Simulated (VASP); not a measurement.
# CaO (R3m) in VASP: single point with r2SCAN

Aim: the single point of CaO with r2SCAN.

Everything below comes from runs of VASP 6.6.1. Logs are shortened: lines on timing, memory, paths and dates and some standing lists are left out, and cuts for length are marked.

### 1 The cell of the first run

Symmetry: R3m, No. 160, trigonal system. Conventional cell: a = 3.611 Å, b = 3.611 Å, c = 9.183 Å, α = 90.00°, β = 90.00°, γ = 120.00°. Ca (site symmetry 3m) has 4 O at 2.24 to 2.25 Å within 3.0 Å. Within 3.0 Å of O (site symmetry 3m) lie 4 Ca at 2.24 to 2.25 Å.

### 2 Single point, r2SCAN (epitaxial 111 strain -2.0%)

Input file POSCAR:

```
CaO
1.0
    0.0649092717      2.6184636858      2.6184636858
    2.6184636858      0.0649092717      2.6184636858
    2.6184636858      2.6184636858      0.0649092717
Ca O
1 1
Direct
    0.0022617533      0.0022617533      0.0022617533
    0.2477382467      0.2477382467      0.2477382467
```

Input file INCAR.step1:

```
SYSTEM = CaO
PREC     = Accurate       ! precision mode
ENCUT    = 1480           ! plane-wave cutoff, eV
ISMEAR   = 0              ! smearing method
SIGMA    = 0.01           ! smearing width, eV
LREAL    = .FALSE.        ! projectors in reciprocal space
LASPH    = .TRUE.         ! aspherical terms in the spheres
NELM     = 120            ! most SCF steps
NBANDS   = 15             ! bands
GGA      = PE             ! functional
ALGO     = Normal         ! electronic algorithm
EDIFF    = 1E-5           ! SCF threshold, eV
LWAVE    = .TRUE.         ! write WAVECAR
LCHARG   = .FALSE.        ! write CHGCAR
GGA_COMPAT= .FALSE.
```

Input file INCAR.step2:

```
SYSTEM = CaO
PREC     = Accurate       ! precision mode
ENCUT    = 1480           ! plane-wave cutoff, eV
EDIFF    = 1E-6           ! SCF threshold, eV
ISMEAR   = 0              ! smearing method
SIGMA    = 0.01           ! smearing width, eV
LREAL    = .FALSE.        ! projectors in reciprocal space
LASPH    = .TRUE.         ! aspherical terms in the spheres
NELM     = 120            ! most SCF steps
ALGO     = Normal         ! electronic algorithm
ISIF     = 2              ! what is computed and relaxed
LWAVE    = .FALSE.        ! write WAVECAR
LCHARG   = .TRUE.         ! write CHGCAR
METAGGA  = R2SCAN         ! meta-GGA
LMIXTAU  = .TRUE.       
LELF     = .TRUE.         ! ELF
LVHAR    = .TRUE.       
NBANDS   = 15             ! bands
ISTART   = 1            
GGA_COMPAT= .FALSE.
```

Input file KPOINTS:

```
regular mesh
0
G
  8 8 8
  0 0 0
```

Potentials or basis: VASP PAW PBE potentials, release 64 (Ca_sv, O_h).

Launch:

```sh
> cat potpaw_PBE.64/Ca_sv/POTCAR potpaw_PBE.64/O_h/POTCAR > POTCAR
> cp INCAR.step1 INCAR
> mpirun -np 1 vasp_std > vasp.out
> cp INCAR.step2 INCAR
> mpirun -np 1 vasp_std > vasp.out
```

OUTCAR:

```text
SYSTEM = CaO
   PREC = Accurate
   ENCUT = 1480
   EDIFF = 1E-6
   ISMEAR = 0
   LREAL = .FALSE.
   LASPH = .TRUE.
   NELM = 120
   ISIF = 2
   METAGGA = R2SCAN
   ISTART = 1

 ion  position               nearest neighbor table
   1  0.002  0.002  0.002-   2 2.24   2 2.24   2 2.24   2 2.25
   2  0.248  0.248  0.248-   1 2.24   1 2.24   1 2.24   1 2.25

  LATTYP: Found a trigonal (rhomboedric) cell.
 ALAT       =     3.7036356950
 COS(alpha) =     0.5246278756

  Lattice vectors:

 A1 = (   0.0649092717,   2.6184636858,   2.6184636858)
 A2 = (   2.6184636858,   0.0649092717,   2.6184636858)
 A3 = (   2.6184636858,   2.6184636858,   0.0649092717)

Analysis of symmetry for initial positions (statically):
=====================================================================
 Subroutine PRICEL returns:
 Original cell was already a primitive cell.

 Routine SETGRP: Setting up the symmetry group for a
 trigonal (rhombohedral) supercell.

 Subroutine GETGRP returns: Found  6 space group operations
 (whereof  6 operations were pure point group operations)
 out of a pool of 12 trial point group operations.

The static configuration has the point symmetry C_3v.

Analysis of symmetry for dynamics (positions and initial velocities):
=====================================================================
 Subroutine PRICEL returns:
 Original cell was already a primitive cell.

 Routine SETGRP: Setting up the symmetry group for a
 trigonal (rhombohedral) supercell.

 Subroutine GETGRP returns: Found  6 space group operations
 (whereof  6 operations were pure point group operations)
 out of a pool of 12 trial point group operations.

The dynamic configuration has the point symmetry C_3v.

 Subroutine INISYM returns: Found  6 space group operations
 (whereof  6 operations are pure point group operations),
 and found     1 'primitive' translations

----------------------------------------------------------------------------------------

                                     Primitive cell

  volume of cell :      34.5714

  direct lattice vectors                    reciprocal lattice vectors
     0.064909272  2.618463686  2.618463686    -0.198202706  0.193408295  0.193408295
     2.618463686  0.064909272  2.618463686     0.193408295 -0.198202706  0.193408295
     2.618463686  2.618463686  0.064909272     0.193408295  0.193408295 -0.198202706

  length of vectors
     3.703635695  3.703635695  3.703635695     0.337783732  0.337783732  0.337783732

  position of ions in fractional coordinates (direct lattice)
     0.002261753  0.002261753  0.002261753
     0.247738247  0.247738247  0.247738247

  ion indices of the primitive-cell ions
   primitive index   ion index
[... 88 lines left out ...]
   EFERMI =   0.00;   METHOD = LEGACY
   ISMEAR =     0;   SIGMA  =   0.01  broadening in eV -4-tet -1-fermi 0-gaus
   EFERMI_NEDOS =   21; number of points for ismear=-14 and -15
   IALGO  =     38    algorithm
   IMIX   =      4    mixing-type and parameters
     AMIX     =   0.40;   BMIX     =  1.00
     AMIX_MAG =   1.60;   BMIX_MAG =  1.00
  volume/ion in A,a.u.               =      17.29       116.65
  Fermi-wavevector in a.u.,A,eV,Ry     =   1.266318  2.392993 21.817761  1.603560
  Thomas-Fermi vector in A             =   2.399525
   LORBIT       =      0    0 simple, 1 ext, 2 COOP (PROOUT), +10 PAW based schemes
   METAGGA = R2SCAN    functional components
   LHFCALC =     F    Hartree Fock is set to
   AEXX    =    0.0000 exact exchange contribution
   IVDW    =     0    specifies the selected vdW correction
   LEPSILON=     F    determine dielectric tensor
   LRPA    =     F    only Hartree local field effects (RPA)
 non-spin polarized calculation
 Gauss-broadening in eV      SIGMA  =   0.01
  energy-cutoff  :     1480.00
  volume of cell :       34.57
 maximum number of plane-waves:      4498
 NGX is ok and might be reduce to    48
   NGX = 23   NGY = 23   NGZ = 23

 number of electron      16.0000000 magnetization

 Free energy of the ion-electron system (eV)
  ---------------------------------------------------
  ext. energy  EPLUGINS =         0.00000000
  ---------------------------------------------------
  free energy    TOTEN  =       -18.93655754 eV

  energy without entropy =      -18.93655754  energy(sigma->0) =      -18.93655754

 E-fermi :   0.5643     XC(G=0):  -9.6987

 val. band max:        0.5048420486   @ k =   0.5000   0.5000  -0.0000
 cond. band min:       4.2965646644   @ k =   0.0000   0.0000   0.0000
 fundamental gap:      3.7917226158
 Fermi energy:         0.5642847420

 k-point     1 :       0.0000    0.0000    0.0000
  band No.  band energies     occupation
      1     -37.9815      2.00000
      2     -18.0362      2.00000
      3     -18.0362      2.00000
      4     -18.0360      2.00000
      5     -15.3076      2.00000
      6      -0.2763      2.00000
      7      -0.1383      2.00000
      8      -0.1383      2.00000
      9       4.2966      0.00000
     10       9.2222      0.00000
     11       9.2222      0.00000
     12      10.9115      0.00000
     13      10.9264      0.00000
     14      10.9264      0.00000
[... 401 lines left out ...]
      2     -18.6501      2.00000
      3     -18.1343      2.00000
      4     -18.0751      2.00000
      5     -14.6803      2.00000
      6      -0.5396      2.00000
      7      -0.0272      2.00000
      8       0.0413      2.00000
      9       6.4595      0.00000
     10       8.6037      0.00000
     11       8.7663      0.00000
     12      10.1132      0.00000
     13      11.1150      0.00000
     14      11.4013      0.00000
     15      14.2042      0.00000

 [... further k-points ...]

------------------------ aborting loop because EDIFF is reached ----------------------------------------

  FORCE on cell =-STRESS in cart. coord.  units (eV):
  Direction    XX          YY          ZZ          XY          YZ          ZX
  --------------------------------------------------------------------------------------
  -------------------------------------------------------------------------------------
  Total        0.6200352      0.6200352      0.6200352     -0.2134746     -0.2134746     -0.2134746
  in kB       28.7349435     28.7349435     28.7349435     -9.8932758     -9.8932758     -9.8932758
  external PRESSURE =      28.7349435 kB  Pullay stress =       0.0000000 kB

 VOLUME and BASIS-vectors are now :
 -----------------------------------------------------------------------------
  energy-cutoff  :     1480.00
  volume of cell :       34.57
      direct lattice vectors                 reciprocal lattice vectors
     0.064909272  2.618463686  2.618463686    -0.198202706  0.193408295  0.193408295
     2.618463686  0.064909272  2.618463686     0.193408295 -0.198202706  0.193408295
     2.618463686  2.618463686  0.064909272     0.193408295  0.193408295 -0.198202706

 POSITION                                       TOTAL-FORCE (eV/Angst)
 -----------------------------------------------------------------------------------
      0.01199      0.01199      0.01199         0.003666      0.003666      0.003666
      1.31347      1.31347      1.31347        -0.003666     -0.003666     -0.003666
 -----------------------------------------------------------------------------------
    total drift:                               -0.000137     -0.000137     -0.000137

  FREE ENERGIE OF THE ION-ELECTRON SYSTEM (eV)
  ---------------------------------------------------
  free  energy   TOTEN  =       -18.9365575390 eV

  energy  without entropy=      -18.9365575390  energy(sigma->0) =      -18.93655754
```

Run time: 9 min. Hardware: 1 thread of Intel Xeon Platinum 8259CL at 2.50GHz (Skylake/Cascade Lake), shared host; peak memory 0.49 GiB.

Results:

```
Free energy            : -18.9366 eV
Pressure               : 2.9 GPa
Largest force          : 0.006 eV/Å
Band gap on the k mesh : 3.79 eV (least direct gap 4.43 eV)
```

Forces on the atoms (eV/Å):
```
Ca   0.004  0.004  0.004
O   -0.004 -0.004 -0.004
```

Levels at points of the mesh, in eV from the valence-band top:
| k point | band 4 | band 5 | band 6 | band 7 | band 8 | band 9 | band 10 | band 11 | band 12 | band 13 |
| --- | --- | --- | --- | --- | --- | --- | --- | --- | --- | --- |
| (0.00, 0.00, 0.00) | -18.54 | -15.81 | -0.78 | -0.64 | -0.64 | 3.79 | 8.72 | 8.72 | 10.41 | 10.42 |
| (0.50, 0.00, 0.00) | -18.59 | -15.03 | -1.00 | -0.45 | -0.42 | 6.65 | 8.31 | 8.85 | 9.01 | 10.15 |
| (0.50, 0.50, 0.00) | -18.69 | -14.79 | -1.50 | -0.06 | 0.00 | 5.36 | 7.27 | 9.84 | 10.14 | 10.18 |
| (0.50, 0.50, 0.50) | -18.59 | -14.98 | -1.11 | -0.36 | -0.36 | 6.58 | 8.60 | 8.60 | 8.92 | 10.12 |

Caveat: the cell differs from its parent crystal (epitaxial 111 strain -2.0%); the structure was generated, so it needn't be the stable form of CaO; the PAW data sets were made with another functional, which shifts forces and pressure a little. A k mesh can miss the band edges.
